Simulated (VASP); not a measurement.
# La (P6_3/mmc) in VASP: notebook, part 2 of 2

VASP 6.6.1. Earlier steps stand in the parts before.

### Step 3. Single point, PBE

INCAR reads:

```
SYSTEM = La
  PREC = Accurate
  ENCUT = 520
  EDIFF = 1E-6
  ISMEAR = -1
  SIGMA = 0.05
  LREAL = .False.
  LASPH = .True.
  NELM = 100
  ALGO = Normal
  ISIF = 2
  LWAVE = .False.
  LCHARG = .False.
  GGA = PE
  NBANDS = 18
```

KPOINTS reads:

```
Automatic mesh
0
Gamma
  16 16 9
  0 0 0
```

POSCAR reads:

```
La
1.0
    2.7487223659      0.0000000000      0.0000000000
   -1.3743611830      2.3804633968      0.0000000000
    0.0000000000      0.0000000000      4.6393064840
La
2
Direct
    0.3333333333      0.6666666667      0.2500000000
    0.6666666667      0.3333333333      0.7500000000
```

Potentials or basis: VASP PAW PBE potentials, release 64 (La).

Launch:

```console
$ cat potpaw_PBE.64/La/POTCAR > POTCAR
$ mpirun -np 1 vasp_std > vasp.out
```

OUTCAR:

```text
SYSTEM = La
   PREC = Accurate
   ENCUT = 520
   EDIFF = 1E-6
   ISMEAR = -1
   LREAL = .False.
   LASPH = .True.
   NELM = 100
   ISIF = 2
   GGA = PE

 ion  position               nearest neighbor table
   1  0.333  0.667  0.250-   2 2.81   2 2.81   2 2.81   2 2.81   2 2.81   2 2.81
   2  0.667  0.333  0.750-   1 2.81   1 2.81   1 2.81   1 2.81   1 2.81   1 2.81

  LATTYP: Found a hexagonal cell.
 ALAT       =     2.7487223659
 C/A-ratio  =     1.6878046839

  Lattice vectors:

 A1 = (   2.7487223659,   0.0000000000,   0.0000000000)
 A2 = (  -1.3743611830,   2.3804633968,   0.0000000000)
 A3 = (   0.0000000000,   0.0000000000,   4.6393064840)

Analysis of symmetry for initial positions (statically):
=====================================================================
 Subroutine PRICEL returns:
 Original cell was already a primitive cell.

 Routine SETGRP: Setting up the symmetry group for a
 hexagonal supercell.

 Subroutine GETGRP returns: Found 24 space group operations
 (whereof 12 operations were pure point group operations)
 out of a pool of 24 trial point group operations.

The static configuration has the point symmetry D_3d.
 The point group associated with its full space group is D_6h.

Analysis of symmetry for dynamics (positions and initial velocities):
=====================================================================
 Subroutine PRICEL returns:
 Original cell was already a primitive cell.

 Routine SETGRP: Setting up the symmetry group for a
 hexagonal supercell.

 Subroutine GETGRP returns: Found 24 space group operations
 (whereof 12 operations were pure point group operations)
 out of a pool of 24 trial point group operations.

The dynamic configuration has the point symmetry D_3d.
 The point group associated with its full space group is D_6h.

 Subroutine INISYM returns: Found 24 space group operations
 (whereof 12 operations are pure point group operations),
 and found     1 'primitive' translations

----------------------------------------------------------------------------------------

                                     Primitive cell

  volume of cell :      30.3561

  direct lattice vectors                    reciprocal lattice vectors
     2.748722366  0.000000000  0.000000000     0.363805386  0.210043137  0.000000000
    -1.374361183  2.380463397  0.000000000     0.000000000  0.420086275  0.000000000
     0.000000000  0.000000000  4.639306484     0.000000000  0.000000000  0.215549458

  length of vectors
     2.748722366  2.748722366  4.639306484     0.420086275  0.420086275  0.215549458

  position of ions in fractional coordinates (direct lattice)
     0.333333333  0.666666667  0.250000000
     0.666666667  0.333333333  0.750000000

  ion indices of the primitive-cell ions
   primitive index   ion index
                 1           1
                 2           2

----------------------------------------------------------------------------------------

 KPOINTS: Automatic mesh

Automatic generation of k-mesh.
 Grid dimensions read from file:
 generate k-points for:   16   16    9

 Generating k-lattice:

  Cartesian coordinates                     Fractional coordinates (reciprocal lattice)
     0.022737837  0.013127696  0.000000000     0.062500000  0.000000000  0.000000000
     0.000000000  0.026255392  0.000000000     0.000000000  0.062500000  0.000000000
     0.000000000  0.000000000  0.023949940     0.000000000  0.000000000  0.111111111

  Length of vectors
     0.026255392  0.026255392  0.023949940

  Shift w.r.t. Gamma in fractional coordinates (k-lattice)
     0.000000000  0.000000000  0.000000000

 Subroutine IBZKPT returns following result:
 ===========================================

 Found    150 irreducible k-points:

 Following reciprocal coordinates:
            Coordinates               Weight
  0.000000  0.000000  0.000000      1.000000
  0.062500 -0.000000  0.000000      6.000000
  0.125000 -0.000000  0.000000      6.000000
  0.187500  0.000000  0.000000      6.000000
  0.250000 -0.000000  0.000000      6.000000
  0.312500 -0.000000  0.000000      6.000000
[... 16 lines left out ...]
  0.187500  0.187500  0.000000      6.000000
  0.250000  0.187500  0.000000     12.000000
 [... further k-points ...]
   k-points           NKPTS =    150   k-points in BZ     NKDIM =    150   number of bands    NBANDS=     18
   number of dos      NEDOS =    301   number of ions     NIONS =      2
   total plane-waves  NPLWV =  14400
   dimension x,y,z NGX =    20 NGY =   20 NGZ =   36
   dimension x,y,z NGXF=    40 NGYF=   40 NGZF=   72
   ions per type =               2
   NGX,Y,Z   is equivalent  to a cutoff of  12.10, 12.10, 12.90 a.u.
   NGXF,Y,Z  is equivalent  to a cutoff of  24.19, 24.19, 25.80 a.u.
 SYSTEM =  La
   PREC   = accura    normal or accurate (medium, high low for compatibility)
   ISTART =      0    job   : 0-new  1-cont  2-samecut
   ICHARG =      2    charge: 1-file 2-atom 10-const
   ISPIN  =      1    spin polarized calculation?
   LNONCOLLINEAR =      F non collinear calculations
   LSORBIT =      F    spin-orbit coupling
   LASPH  =      T    aspherical Exc in radial PAW
   ENCUT  =  520.0 eV  38.22 Ry    6.18 a.u.   5.11  5.11  8.63*2*pi/ulx,y,z
   NELM   =    100;   NELMIN=  2; NELMDL= -5     # of ELM steps
   EDIFF  = 0.1E-05   stopping-criterion for ELM
   LREAL  =      F    real-space projection
   EDIFFG = 0.1E-04   stopping-criterion for IOM
   NSW    =      0    number of steps for IOM
   IBRION =     -1    ionic relax: 0-MD 1-quasi-New 2-CG
   NFREE  =      0    steps in history (QN), initial steepest desc. (CG)
   ISIF   =      2    stress and relaxation
   ISYM   =      2    0-nonsym 1-usesym 2-fastsym
   POTIM  = 0.5000    time-step for ionic-motion
   TEBEG  =    0.0;   TEEND  =   0.0 temperature during run
   PSTRESS=    0.0 pullay stress
   NELECT =      22.0000    total number of electrons
   NUPDOWN=      -1.0000    fix difference up-down
   EMIN   =  10.00;   EMAX   =-10.00  energy-range for DOS
   EFERMI =   0.00;   METHOD = LEGACY
   ISMEAR =    -1;   SIGMA  =   0.05  broadening in eV -4-tet -1-fermi 0-gaus
   EFERMI_NEDOS =   21; number of points for ismear=-14 and -15
   IALGO  =     38    algorithm
   IMIX   =      4    mixing-type and parameters
     AMIX     =   0.40;   BMIX     =  1.00
     AMIX_MAG =   1.60;   BMIX_MAG =  1.00
  volume/ion in A,a.u.               =      15.18       102.43
  Fermi-wavevector in a.u.,A,eV,Ry     =   1.470507  2.778856 29.421133  2.162392
  Thomas-Fermi vector in A             =   2.585756
   LORBIT       =      0    0 simple, 1 ext, 2 COOP (PROOUT), +10 PAW based schemes
   GGA     = PE    functional components
   LHFCALC =     F    Hartree Fock is set to
   AEXX    =    0.0000 exact exchange contribution
   IVDW    =     0    specifies the selected vdW correction
   LEPSILON=     F    determine dielectric tensor
   LRPA    =     F    only Hartree local field effects (RPA)
 non-spin polarized calculation
  energy-cutoff  :      520.00
  volume of cell :       30.36
 maximum number of plane-waves:       837
   NGX = 11   NGY = 11   NGZ = 17

 number of electron      22.0000002 magnetization

 Free energy of the ion-electron system (eV)
  ---------------------------------------------------
  ext. energy  EPLUGINS =         0.00000000
  ---------------------------------------------------
  free energy    TOTEN  =        -2.43792221 eV

  energy without entropy =       -2.42847483  energy(sigma->0) =       -2.43319852

 E-fermi :  20.7864     XC(G=0): -13.8693

 val. band max:       20.7858871503   @ k =   0.2500   0.1875   0.4444
 cond. band min:      20.8274188427   @ k =   0.3125   0.3125   0.2222
 fundamental gap:      0.0415316924
 Fermi energy:        20.7864162320

 k-point     1 :       0.0000    0.0000    0.0000
  band No.  band energies     occupation
      1     -14.6834      2.00000
      2     -11.6567      2.00000
      3      -1.2760      2.00000
      4       8.2985      2.00000
      5       8.2985      2.00000
      6       9.0872      2.00000
[... 10 lines left out ...]
     17      23.4051      0.00000
     18      23.6702      0.00000
[... 463 lines left out ...]
 k-point    24 :       0.2500    0.1875    0.0000
  band No.  band energies     occupation
      1     -12.0455      2.00000
      2     -10.0904      2.00000
      3       1.2368      2.00000
      4       1.7176      2.00000
      5       1.9963      2.00000
      6       4.5958      2.00000
[... 10 lines left out ...]
     17      24.4547      0.00000
     18      24.5350      0.00000

 [... further k-points ...]

------------------------ aborting loop because EDIFF is reached ----------------------------------------

  FORCE on cell =-STRESS in cart. coord.  units (eV):
  Direction    XX          YY          ZZ          XY          YZ          ZX
  --------------------------------------------------------------------------------------
  -------------------------------------------------------------------------------------
  Total       24.7697120     24.7697120     24.8205790     -0.0000000      0.0000000      0.0000000
  in kB     1307.3325993   1307.3325993   1310.0173366     -0.0000000      0.0000000      0.0000000
  external PRESSURE =    1308.2275117 kB  Pullay stress =       0.0000000 kB

 VOLUME and BASIS-vectors are now :
 -----------------------------------------------------------------------------
  energy-cutoff  :      520.00
  volume of cell :       30.36
      direct lattice vectors                 reciprocal lattice vectors
     2.748722366  0.000000000  0.000000000     0.363805386  0.210043137  0.000000000
    -1.374361183  2.380463397  0.000000000     0.000000000  0.420086275  0.000000000
     0.000000000  0.000000000  4.639306484     0.000000000  0.000000000  0.215549458

 POSITION                                       TOTAL-FORCE (eV/Angst)
 -----------------------------------------------------------------------------------
     -0.00000      1.58698      1.15983         0.000000     -0.000000      0.000000
      1.37436      0.79349      3.47948        -0.000000      0.000000      0.000000
 -----------------------------------------------------------------------------------
    total drift:                               -0.000000      0.000000     -0.000000

  FREE ENERGIE OF THE ION-ELECTRON SYSTEM (eV)
  ---------------------------------------------------
  free  energy   TOTEN  =        -2.4379222100 eV

  energy  without entropy=       -2.4284748293  energy(sigma->0) =       -2.43319852
```

stdout:

```text
POSCAR found type information on POSCAR La
 POSCAR found :  1 types and       2 ions
 scaLAPACK will be used
 LDA part: xc-table for (Slater+PW92), standard interpolation
 POSCAR, INCAR and KPOINTS ok, starting setup
 FFT: planning ... GRIDC
 FFT: planning ... GRID_SOFT
 FFT: planning ... GRID
 WAVECAR not read
 entering main loop
```

Wall time 39 s (1 thread of AMD EPYC 9R45 (Zen 5), shared host); peak memory 0.18 GiB.

Results:

```yaml
Free_energy: -2.4379 eV
Pressure: 130.8 GPa
Band_gap_on_the_k_mesh: zero (bands 11 and 12 overlap by 4.77 eV)
```

Stress tensor (GPa, compression positive):
```
130.73   0.00   0.00
  0.00 130.73   0.00
  0.00   0.00 131.00
```

Levels at points of the mesh, in eV from the Fermi level:
```csv
k point,band 8,band 9,band 10,band 11,band 12,band 13,band 14,band 15
"(0.00, 0.00, 0.00)",-11.13,-1.95,-0.39,1.15,1.57,1.57,1.58,1.83
"(0.50, 0.00, 0.00)",-12.90,-5.21,-2.97,-1.06,1.07,1.36,2.10,3.30
```

Caveat: the cell stands under pressure; spin-orbit coupling is left out, which moves the levels of the heavy elements.

### Step 4. Single point, PBE

This run uses another cell than the first one: it holds 4 atoms, not 2.

INCAR reads:

```
SYSTEM = La
ALGO = Normal ; EDIFF = 1E-6
ENCUT = 520 ; GGA = PE
ISIF = 2 ; ISMEAR = -1
LASPH = .TRUE. ; LCHARG = .TRUE.
LELF = .TRUE. ; LREAL = .FALSE.
LVHAR = .TRUE. ; LWAVE = .FALSE.
NBANDS = 30 ; NELM = 100
PREC = Accurate ; SIGMA = 0.05
```

KPOINTS reads:

```
k-points
0
G
  13 13 4
  0 0 0
```

POSCAR reads:

```
La
1.0
    2.7817988542      0.0000000000      0.0000000000
   -1.3908994271      2.4091084759      0.0000000000
    0.0000000000      0.0000000000      9.0767482550
La
4
Direct
    0.0000000000      0.0000000000      0.0000000000
    0.0000000000      0.0000000000      0.5000000000
    0.3333333333      0.6666666667      0.2500000000
    0.6666666667      0.3333333333      0.7500000000
```

Potentials or basis: VASP PAW PBE potentials, release 64 (La).

Launch:

```console
$ cat potpaw_PBE.64/La/POTCAR > POTCAR
$ mpirun -np 1 vasp_std > vasp.out
```

OUTCAR:

```text
SYSTEM = La
   EDIFF = 1E-6
   ENCUT = 520
   GGA = PE
   ISIF = 2
   ISMEAR = -1
   LASPH = .TRUE.
   LREAL = .FALSE.
   NELM = 100
   PREC = Accurate

 ion  position               nearest neighbor table
   1  0.000  0.000  0.000-   3 2.78   4 2.78   3 2.78   4 2.78   4 2.78   3 2.78
   2  0.000  0.000  0.500-   3 2.78   4 2.78   3 2.78   4 2.78   4 2.78   3 2.78
   3  0.333  0.667  0.250-   1 2.78   2 2.78   1 2.78   2 2.78   1 2.78   2 2.78
   4  0.667  0.333  0.750-   1 2.78   2 2.78   1 2.78   2 2.78   1 2.78   2 2.78

  LATTYP: Found a hexagonal cell.
 ALAT       =     2.7817988542
 C/A-ratio  =     3.2629060298

  Lattice vectors:

 A1 = (   2.7817988542,   0.0000000000,   0.0000000000)
 A2 = (  -1.3908994271,   2.4091084759,   0.0000000000)
 A3 = (   0.0000000000,   0.0000000000,   9.0767482550)

Analysis of symmetry for initial positions (statically):
=====================================================================
 Subroutine PRICEL returns:
 Original cell was already a primitive cell.

 Routine SETGRP: Setting up the symmetry group for a
 hexagonal supercell.

 Subroutine GETGRP returns: Found 24 space group operations
 (whereof 12 operations were pure point group operations)
[... 171 lines left out ...]

 val. band max:       20.7761582198   @ k =   0.0769   0.0769   0.2500
 cond. band min:      20.7798538151   @ k =   0.3077   0.1538   0.2500
 fundamental gap:      0.0036955952
 Fermi energy:        20.7784560459

 k-point     1 :       0.0000    0.0000    0.0000
  band No.  band energies     occupation
      1     -14.6954      2.00000
      2     -13.3786      2.00000
      3     -13.3569      2.00000
      4     -11.3478      2.00000
      5      -1.3566      2.00000
      6       3.5299      2.00000
[... 781 lines left out ...]
     29      22.9907      0.00000
     30      23.3167      0.00000

 [... further k-points ...]

------------------------ aborting loop because EDIFF is reached ----------------------------------------

  FORCE on cell =-STRESS in cart. coord.  units (eV):
  Direction    XX          YY          ZZ          XY          YZ          ZX
  --------------------------------------------------------------------------------------
  -------------------------------------------------------------------------------------
  Total       49.4223113     49.4223113     49.3405306      0.0000000      0.0000000     -0.0000000
  in kB     1301.7310501   1301.7310500   1299.5770352      0.0000000      0.0000000     -0.0000000
  external PRESSURE =    1301.0130451 kB  Pullay stress =       0.0000000 kB

 VOLUME and BASIS-vectors are now :
 -----------------------------------------------------------------------------
  energy-cutoff  :      520.00
  volume of cell :       60.83
      direct lattice vectors                 reciprocal lattice vectors
     2.781798854  0.000000000  0.000000000     0.359479622  0.207545656  0.000000000
    -1.390899427  2.409108476  0.000000000     0.000000000  0.415091313  0.000000000
     0.000000000  0.000000000  9.076748255     0.000000000  0.000000000  0.110171613

 POSITION                                       TOTAL-FORCE (eV/Angst)
 -----------------------------------------------------------------------------------
      0.00000      0.00000      0.00000         0.000000      0.000000      0.000000
      0.00000      0.00000      4.53837         0.000000      0.000000      0.000000
     -0.00000      1.60607      2.26919         0.000000      0.000000      0.000000
      1.39090      0.80304      6.80756        -0.000000     -0.000000      0.000000
 -----------------------------------------------------------------------------------
    total drift:                               -0.000000      0.000000     -0.000000

  FREE ENERGIE OF THE ION-ELECTRON SYSTEM (eV)
  ---------------------------------------------------
  free  energy   TOTEN  =        -5.0131698889 eV

  energy  without entropy=       -4.9868658451  energy(sigma->0) =       -5.00001787
```

OSZICAR:

```text
N       E                     dE             d eps       ncg     rms          rms(c)
DAV:   1     0.597757974348E+03    0.59776E+03   -0.12631E+04  3868   0.221E+03
DAV:   2     0.152317719908E+03   -0.44544E+03   -0.43046E+03  5394   0.503E+02
DAV:   3     0.161405577740E+02   -0.13618E+03   -0.13240E+03  7010   0.294E+02
DAV:   4    -0.386140526877E+01   -0.20002E+02   -0.19533E+02  7198   0.145E+02
DAV:   5    -0.617326378423E+01   -0.23119E+01   -0.22645E+01  7512   0.449E+01    0.255E+01
DAV:   6    -0.545419934053E+01    0.71906E+00   -0.32648E+00  7488   0.190E+01    0.144E+01
DAV:   7    -0.499723377199E+01    0.45697E+00   -0.84058E-01  7432   0.900E+00    0.106E+00
DAV:   8    -0.500963041729E+01   -0.12397E-01   -0.18520E-01  7560   0.467E+00    0.377E-01
DAV:   9    -0.501222768270E+01   -0.25973E-02   -0.36004E-02  7512   0.211E+00    0.174E-01
DAV:  10    -0.501306095997E+01   -0.83328E-03   -0.58627E-03  7520   0.821E-01    0.104E-01
DAV:  11    -0.501312410239E+01   -0.63142E-04   -0.10432E-03  7552   0.282E-01    0.483E-02
DAV:  12    -0.501314825749E+01   -0.24155E-04   -0.29602E-04  7456   0.146E-01    0.189E-02
DAV:  13    -0.501315860060E+01   -0.10343E-04   -0.72043E-05  6808   0.671E-02    0.160E-02
DAV:  14    -0.501317042230E+01   -0.11822E-04   -0.58048E-05  7224   0.602E-02    0.533E-03
DAV:  15    -0.501316988892E+01    0.53338E-06   -0.90946E-06  6152   0.320E-02
   1 F= -.50131699E+01 E0= -.50000179E+01  d E =-.263040E-01
```

Wall time 98 s (1 thread of AMD EPYC 9R45 (Zen 5), shared host); peak memory 0.23 GiB.

Results:

* Free energy: -5.0132 eV
* Pressure: 130.1 GPa
* Band gap on the k mesh: zero (bands 22 and 23 overlap by 2.14 eV)

Stress tensor (GPa, compression positive):
```
130.17   0.00   0.00
  0.00 130.17   0.00
  0.00   0.00 129.96
```

Levels at points of the mesh, in eV from the Fermi level:
```csv
k point,band 19,band 20,band 21,band 22,band 23,band 24,band 25,band 26
"(0.00, 0.00, 0.00)",-1.07,0.00,0.08,0.53,1.02,1.03,1.32,1.32
"(0.00, 0.00, 0.50)",-0.75,-0.75,0.59,0.59,1.22,1.22,1.22,1.23
```

Caveat: the cell stands under pressure; spin-orbit coupling is left out, which moves the levels of the heavy elements.

### Step 5. Summary

```csv
cell,k mesh,gap on the mesh (eV),pressure (GPa)
"a = 2.750, b = 2.750, c = 4.642 Å, angles 90.0, 90.0, 120.0°, 2 atoms, atomic positions A",16 × 16 × 9,none,130.0
"a = 2.749, b = 2.749, c = 4.639 Å, angles 90.0, 90.0, 120.0°, 2 atoms, atomic positions A",16 × 16 × 9,none,130.8
"a = 2.782, b = 2.782, c = 9.077 Å, angles 90.0, 90.0, 120.0°, 4 atoms, atomic positions B",13 × 13 × 4,none,130.1
```

Alike in all rows: task single point; level PBE; potentials or basis VASP PAW PBE potentials, release 64 (La); no spin polarisation; cutoff (eV) 520; smearing fermi-dirac 0.05 eV.

Caveats: the cell stands under pressure; spin-orbit coupling is left out, which moves the levels of the heavy elements.

Total energies depend on the potentials used, so only differences within one code and one set of settings carry meaning.
